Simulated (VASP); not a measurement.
## Pt: single point with PBEsol

The system is Pt.

```
Pt
1.0
     0.00000    1.95971    1.95971
     1.95971    0.00000    1.95971
     1.95971    1.95971    0.00000
Pt
1
Direct
  0.00000 0.00000 0.00000
```

- Program: VASP 6.6.1
- Task: single point
- Functional: PBEsol
- Potentials or basis: VASP PAW PBE potentials, release 64 (Pt)
- Cutoff: 520 eV
- k mesh: 23 × 23 × 23
- Occupations: fermi-dirac, width 0.1 eV
- Spin: no spin polarisation

```json
{"Pressure": "-0.3 GPa", "Band gap on the k mesh": "zero (band 5 reaches 11.61 eV, above the bottom of band 6 at 9.40 eV)"}
```

Levels at points of the mesh, in eV from the Fermi level:
```tsv
k point	band 2	band 3	band 4	band 5	band 6	band 7	band 8	band 9
(0.00, 0.00, 0.00)	-3.83	-3.83	-3.83	-1.64	-1.64	14.61	19.58	19.58
```

Run time: 24 s on 1 thread of Intel(R) Xeon(R) 6975P-C (Granite Rapids), on a shared host, peak memory 0.19 GiB.

Caveat: the PAW data sets were made with another functional, which shifts forces and pressure a little; spin-orbit coupling is left out, which moves the levels of the heavy elements.
